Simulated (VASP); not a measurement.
# Ir (P6/mmm) in VASP: relaxation of cell and atoms with r2SCAN

Aim: the relaxation of cell and atoms of Ir with r2SCAN.

Everything below comes from runs of VASP 6.6.1. Logs are shortened: lines on timing, memory, paths and dates and some standing lists are left out, and cuts for length are marked.

## Step 1: The cell of the first run

It takes space group P6/mmm (No. 191, hexagonal). The conventional cell has a = 2.635 Å, b = 2.635 Å, c = 2.583 Å, α = 90.00°, β = 90.00°, γ = 120.00°. Ir (site symmetry 6/mmm) has 8 Ir at 2.58 to 2.64 Å within 3.4 Å.

This isn't the form of Ir at room conditions, which is fcc.

## Step 2: Relaxation of cell and atoms, r2SCAN

File POSCAR:

```
Ir
1.0
    2.6351739606      0.0000000000      0.0000000000
   -1.3175869803      2.2821275933      0.0000000000
    0.0000000000      0.0000000000      2.5832669021
Ir
1
Direct
    0.0000000000      0.0000000000      0.0000000000
```

File INCAR.step1:

```
SYSTEM = Ir
PREC = Accurate ; ENCUT = 600
ISMEAR = 0 ; SIGMA = 0.1
LREAL = .FALSE. ; LASPH = .TRUE.
NELM = 80 ; GGA = PE
ALGO = Normal ; EDIFF = 1E-4
LWAVE = .TRUE. ; LCHARG = .FALSE.
```

File INCAR.step2:

```
SYSTEM = Ir
PREC = Accurate ; ENCUT = 600
EDIFF = 1E-6 ; ISMEAR = 0
SIGMA = 0.1 ; LREAL = .FALSE.
LASPH = .TRUE. ; NELM = 80
ALGO = Normal ; ISIF = 3
LWAVE = .FALSE. ; LCHARG = .FALSE.
METAGGA = R2SCAN ; LMIXTAU = .TRUE.
IBRION = 2 ; NSW = 100
EDIFFG = -0.01 ; ISTART = 1
```

File KPOINTS:

```
regular mesh
0
G
  24 24 22
  0 0 0
```

Potentials or basis: VASP PAW PBE potentials, release 64 (Ir).

Run with:

```
$ cat potpaw_PBE.64/Ir/POTCAR > POTCAR
$ cp INCAR.step1 INCAR
$ mpirun -np 1 vasp_std > vasp.out
$ cp INCAR.step2 INCAR
$ mpirun -np 1 vasp_std > vasp.out
```

OUTCAR:

```text
SYSTEM = Ir
   PREC = Accurate
   ENCUT = 600
   EDIFF = 1E-6
   ISMEAR = 0
   LREAL = .FALSE.
   LASPH = .TRUE.
   NELM = 80
   ISIF = 3
   METAGGA = R2SCAN
   IBRION = 2
   NSW = 100
   EDIFFG = -0.01
   ISTART = 1

 ion  position               nearest neighbor table
   1  0.000  0.000  0.000-

  LATTYP: Found a hexagonal cell.
 ALAT       =     2.6351739606
 C/A-ratio  =     0.9803022270

  Lattice vectors:

 A1 = (   2.6351739606,   0.0000000000,   0.0000000000)
 A2 = (  -1.3175869803,   2.2821275933,   0.0000000000)
 A3 = (   0.0000000000,   0.0000000000,   2.5832669021)

Analysis of symmetry for initial positions (statically):
=====================================================================
 Subroutine PRICEL returns:
 Original cell was already a primitive cell.

 Routine SETGRP: Setting up the symmetry group for a
 hexagonal supercell.

 Subroutine GETGRP returns: Found 24 space group operations
 (whereof 24 operations were pure point group operations)
 out of a pool of 24 trial point group operations.

The static configuration has the point symmetry D_6h.

Analysis of symmetry for dynamics (positions and initial velocities):
=====================================================================
 Subroutine PRICEL returns:
 Original cell was already a primitive cell.

 Routine SETGRP: Setting up the symmetry group for a
 hexagonal supercell.

 Subroutine GETGRP returns: Found 24 space group operations
 (whereof 24 operations were pure point group operations)
 out of a pool of 24 trial point group operations.

The dynamic configuration has the point symmetry D_6h.

 Subroutine INISYM returns: Found 24 space group operations
 (whereof 24 operations are pure point group operations),
 and found     1 'primitive' translations

----------------------------------------------------------------------------------------

                                     Primitive cell

  volume of cell :      15.5353

  direct lattice vectors                    reciprocal lattice vectors
     2.635173961  0.000000000  0.000000000     0.379481588  0.219093797  0.000000000
    -1.317586980  2.282127593  0.000000000     0.000000000  0.438187594  0.000000000
     0.000000000  0.000000000  2.583266902     0.000000000  0.000000000  0.387106729

  length of vectors
     2.635173961  2.635173961  2.583266902     0.438187594  0.438187594  0.387106729

  position of ions in fractional coordinates (direct lattice)
     0.000000000  0.000000000  0.000000000

  ion indices of the primitive-cell ions
   primitive index   ion index
                 1           1

----------------------------------------------------------------------------------------

 KPOINTS: regular mesh

Automatic generation of k-mesh.
 Grid dimensions read from file:
 generate k-points for:   24   24   22

 Generating k-lattice:

  Cartesian coordinates                     Fractional coordinates (reciprocal lattice)
     0.015811733  0.009128908  0.000000000     0.041666667 -0.000000000  0.000000000
     0.000000000  0.018257816  0.000000000     0.000000000  0.041666667  0.000000000
     0.000000000  0.000000000  0.017595760     0.000000000  0.000000000  0.045454545

  Length of vectors
     0.018257816  0.018257816  0.017595760

  Shift w.r.t. Gamma in fractional coordinates (k-lattice)
     0.000000000  0.000000000  0.000000000

 Subroutine IBZKPT returns following result:
 ===========================================

 Found    732 irreducible k-points:

 Following reciprocal coordinates:
            Coordinates               Weight
  0.000000  0.000000  0.000000      1.000000
  0.041667 -0.000000  0.000000      6.000000
  0.083333 -0.000000  0.000000      6.000000
  0.125000 -0.000000  0.000000      6.000000
  0.166667  0.000000  0.000000      6.000000
  0.208333 -0.000000  0.000000      6.000000
[... 16 lines left out ...]
  0.416667  0.041667  0.000000     12.000000
  0.458333  0.041667  0.000000     12.000000
 [... further k-points ...]
   k-points           NKPTS =    732   k-points in BZ     NKDIM =    732   number of bands    NBANDS=      8
   number of dos      NEDOS =    301   number of ions     NIONS =      1
   total plane-waves  NPLWV =  13824
   dimension x,y,z NGX =    24 NGY =   24 NGZ =   24
   dimension x,y,z NGXF=    48 NGYF=   48 NGZF=   48
   ions per type =               1
   NGX,Y,Z   is equivalent  to a cutoff of  15.14, 15.14, 15.45 a.u.
   NGXF,Y,Z  is equivalent  to a cutoff of  30.28, 30.28, 30.89 a.u.
 SYSTEM =  Ir
   PREC   = accura    normal or accurate (medium, high low for compatibility)
   ISTART =      1    job   : 0-new  1-cont  2-samecut
   ICHARG =      0    charge: 1-file 2-atom 10-const
   ISPIN  =      1    spin polarized calculation?
   LNONCOLLINEAR =      F non collinear calculations
   LSORBIT =      F    spin-orbit coupling
   LASPH  =      T    aspherical Exc in radial PAW
   ENCUT  =  600.0 eV  44.10 Ry    6.64 a.u.   5.26  5.26  5.16*2*pi/ulx,y,z
   NELM   =     80;   NELMIN=  2; NELMDL=  0     # of ELM steps
   EDIFF  = 0.1E-05   stopping-criterion for ELM
   LREAL  =      F    real-space projection
   EDIFFG = -.1E-01   stopping-criterion for IOM
   NSW    =    100    number of steps for IOM
   IBRION =      2    ionic relax: 0-MD 1-quasi-New 2-CG
   NFREE  =      1    steps in history (QN), initial steepest desc. (CG)
   ISIF   =      3    stress and relaxation
   ISYM   =      2    0-nonsym 1-usesym 2-fastsym
   POTIM  = 0.5000    time-step for ionic-motion
   TEBEG  =    0.0;   TEEND  =   0.0 temperature during run
   PSTRESS=    0.0 pullay stress
   NELECT =       9.0000    total number of electrons
   NUPDOWN=      -1.0000    fix difference up-down
   EMIN   =  10.00;   EMAX   =-10.00  energy-range for DOS
   EFERMI =   0.00;   METHOD = LEGACY
   ISMEAR =     0;   SIGMA  =   0.10  broadening in eV -4-tet -1-fermi 0-gaus
   EFERMI_NEDOS =   21; number of points for ismear=-14 and -15
   IALGO  =     38    algorithm
   IMIX   =      4    mixing-type and parameters
     AMIX     =   0.40;   BMIX     =  1.00
     AMIX_MAG =   1.60;   BMIX_MAG =  1.00
  volume/ion in A,a.u.               =      15.54       104.84
  Fermi-wavevector in a.u.,A,eV,Ry     =   1.364739  2.578982 25.341010  1.862512
  Thomas-Fermi vector in A             =   2.491028
   LORBIT       =      0    0 simple, 1 ext, 2 COOP (PROOUT), +10 PAW based schemes
   METAGGA = R2SCAN    functional components
   LHFCALC =     F    Hartree Fock is set to
   AEXX    =    0.0000 exact exchange contribution
   IVDW    =     0    specifies the selected vdW correction
   LEPSILON=     F    determine dielectric tensor
   LRPA    =     F    only Hartree local field effects (RPA)
 conjugate gradient relaxation of ions
 non-spin polarized calculation
 Gauss-broadening in eV      SIGMA  =   0.10
  energy-cutoff  :      600.00
  volume of cell :       15.54
 maximum number of plane-waves:       533
 NGX is ok and might be reduce to    24
   NGX = 11   NGY = 11   NGZ = 11

--------------------------------------- Ionic step        1  -------------------------------------------

 number of electron       9.0000000 magnetization

 Free energy of the ion-electron system (eV)
  ---------------------------------------------------
  ext. energy  EPLUGINS =         0.00000000
  ---------------------------------------------------
  free energy    TOTEN  =       -51.79032876 eV

  energy without entropy =      -51.78507064  energy(sigma->0) =      -51.78769970

------------------------ aborting loop because EDIFF is reached ----------------------------------------

  FORCE on cell =-STRESS in cart. coord.  units (eV):
  Direction    XX          YY          ZZ          XY          YZ          ZX
  --------------------------------------------------------------------------------------
  -------------------------------------------------------------------------------------
  Total        0.3077974      0.3077974      0.1488571     -0.0000000     -0.0000000      0.0000000
  in kB       31.7436657     31.7436657     15.3518800     -0.0000000     -0.0000000      0.0000000
  external PRESSURE =      26.2797371 kB  Pullay stress =       0.0000000 kB
[... 195 lines left out ...]
  energy  without entropy=      -51.7861377069  energy(sigma->0) =      -51.78878173

--------------------------------------- Ionic step        7  -------------------------------------------

 number of electron       8.9999999 magnetization

 Free energy of the ion-electron system (eV)
  ---------------------------------------------------
  ext. energy  EPLUGINS =         0.00000000
  ---------------------------------------------------
  free energy    TOTEN  =       -51.79142715 eV

  energy without entropy =      -51.78613652  energy(sigma->0) =      -51.78878184

 E-fermi :   8.2225     XC(G=0): -14.4173

 val. band max:        8.2162998006   @ k =   0.1250  -0.0000   0.1818
 cond. band min:       8.2239631517   @ k =   0.2917   0.2083   0.0455
 fundamental gap:      0.0076633511
 Fermi energy:         8.2225267508

 k-point     1 :       0.0000    0.0000    0.0000
  band No.  band energies     occupation
      1      -1.7907      2.00000
      2       1.8480      2.00000
      3       5.0631      2.00000
      4       5.0631      2.00000
      5       9.6909      0.00000
      6       9.6909      0.00000
      7      23.6614      0.00000
      8      24.5067      0.00000
[... 243 lines left out ...]
 k-point    24 :       0.4583    0.0417    0.0000
  band No.  band energies     occupation
      1       1.0391      2.00000
      2       2.9493      2.00000
      3       6.4433      2.00000
      4       7.9977      1.99852
      5       8.9419      0.00000
      6      10.6209      0.00000
      7      15.9137      0.00000
      8      22.7539      0.00000

 [... further k-points ...]

------------------------ aborting loop because EDIFF is reached ----------------------------------------

  FORCE on cell =-STRESS in cart. coord.  units (eV):
  Direction    XX          YY          ZZ          XY          YZ          ZX
  --------------------------------------------------------------------------------------
  -------------------------------------------------------------------------------------
  Total        0.0093713      0.0093713      0.0084125     -0.0000000     -0.0000000      0.0000000
  in kB        0.9590667      0.9590667      0.8609348     -0.0000000     -0.0000000      0.0000000
  external PRESSURE =       0.9263561 kB  Pullay stress =       0.0000000 kB
[... 16 lines left out ...]
  FREE ENERGIE OF THE ION-ELECTRON SYSTEM (eV)
  ---------------------------------------------------
  free  energy   TOTEN  =       -51.7914271515 eV

  energy  without entropy=      -51.7861365219  energy(sigma->0) =      -51.78878184

 reached required accuracy - stopping structural energy minimisation
```

Wall time 16 min (1 thread of Intel Xeon Platinum 8259CL at 2.50GHz (Skylake/Cascade Lake), shared host); peak memory 0.27 GiB.

What came out:

* Free energy: -51.7914 eV
* Relaxed volume: 15.66 Å³/atom
* Relaxed cell: a = 2.644 Å, b = 2.644 Å, c = 2.587 Å, α = 90.00°, β = 90.00°, γ = 120.00°
* Space group after relaxing (to 0.1 Å): P6/mmm (No. 191)
* Energy gained by relaxing: 1.1 meV/atom
* Ionic steps: 7
* Pressure after relaxing: 0.1 GPa
* Band gap on the k mesh: zero (an odd number of electrons rules out a gap without spin polarisation)

Step by step:
| step | energy change (eV) | largest force (eV/Å) | pressure (GPa) | volume (Å³) |
| --- | --- | --- | --- | --- |
| 1 | 0.0000 | 0.0000 | 2.63 | 15.54 |
| 2 | 0.0122 | 0.0000 | -8.47 | 16.11 |
| 3 | -0.0011 | 0.0000 | -0.06 | 15.66 |
| 4 | -0.0011 | 0.0000 | -0.04 | 15.66 |
| 5 | -0.0011 | 0.0000 | 0.07 | 15.66 |
| 6 | -0.0011 | 0.0000 | 0.11 | 15.65 |
| 7 | -0.0011 | 0.0000 | 0.09 | 15.66 |

Final structure:
```
CELL_PARAMETERS angstrom
2.64369 0.00000 0.00000
-1.32184 2.28950 0.00000
0.00000 0.00000 2.58651
ATOMIC_POSITIONS crystal
Ir 0.00000 0.00000 0.00000
```

Caveat: the PAW data sets were made with another functional, which shifts forces and pressure a little; spin-orbit coupling is left out, which moves the levels of the heavy elements.
